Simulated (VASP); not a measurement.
**Sr: single point with PBEsol**

The system is Sr.

```xyz
2
Lattice="3.7403 0.0000 0.0000 -1.8701 3.7717 0.0000 0.0000 0.0000 7.3600" Properties=species:S:1:pos:R:3 pbc="T T T"
Sr    0.0000    2.5145    1.8400
Sr    1.8701    1.2572    5.5200
```

This cell differs from its parent crystal: strain +e along x and -e along y -0.0733, strain +e along z and -e/2 along x and y +0.0700.

```
Program                : VASP 6.6.1
Task                   : single point
Functional             : PBEsol
Potentials or basis    : VASP PAW PBE potentials, release 64 (Sr_sv)
Cutoff                 : 520 eV
k mesh                 : 12 × 12 × 8
Occupations            : gaussian, width 0.15 eV
Spin                   : no spin polarisation
Dipole correction      : no
Further INCAR settings : ALGO = Fast; EDIFF = 1e-06; NBANDS = 17
```

```
Pressure               : 0.3 GPa
Largest force          : 0.099 eV/Å
Band gap on the k mesh : zero (bands 10 and 11 overlap by 0.34 eV)
```

Forces in eV/Å, atoms in the order of the input:
```
Sr   0.000  0.099  0.000
Sr   0.000 -0.099  0.000
```

Stress tensor (GPa, compression positive):
```
 3.64  0.00  0.00
 0.00 -0.86  0.00
 0.00  0.00 -1.86
```

Levels at points of the mesh, in eV from the Fermi level:
| k point | band 7 | band 8 | band 9 | band 10 | band 11 | band 12 | band 13 | band 14 |
| --- | --- | --- | --- | --- | --- | --- | --- | --- |
| (0.00, 0.00, 0.00) | -18.26 | -18.25 | -3.67 | -1.45 | -0.17 | 1.74 | 1.77 | 2.08 |
| (0.50, 0.00, 0.00) | -18.34 | -18.32 | -0.74 | -0.25 | 0.05 | 0.55 | 1.25 | 1.94 |
| (0.00, 0.50, 0.00) | -18.30 | -18.27 | -1.25 | -0.67 | -0.05 | 0.25 | 1.00 | 1.35 |
| (0.00, 0.00, 0.50) | -18.25 | -18.25 | -2.84 | -2.84 | 0.94 | 0.94 | 1.82 | 1.82 |
| (0.50, 0.00, 0.50) | -18.33 | -18.33 | -0.63 | -0.63 | 0.56 | 0.56 | 1.44 | 1.44 |
| (0.00, 0.50, 0.50) | -18.28 | -18.28 | -0.98 | -0.98 | 0.12 | 0.12 | 1.09 | 1.09 |

Run time: 2.4 min on 1 thread of Intel(R) Xeon(R) 6975P-C (Granite Rapids), on a shared host, peak memory 0.45 GiB.

Caveat: the cell differs from its parent crystal (strain +e along x and -e along y -0.0733, strain +e along z and -e/2 along x and y +0.0700); the stress differs along the axes, from -2 to 4 GPa; the PAW data sets were made with another functional, which shifts forces and pressure a little.
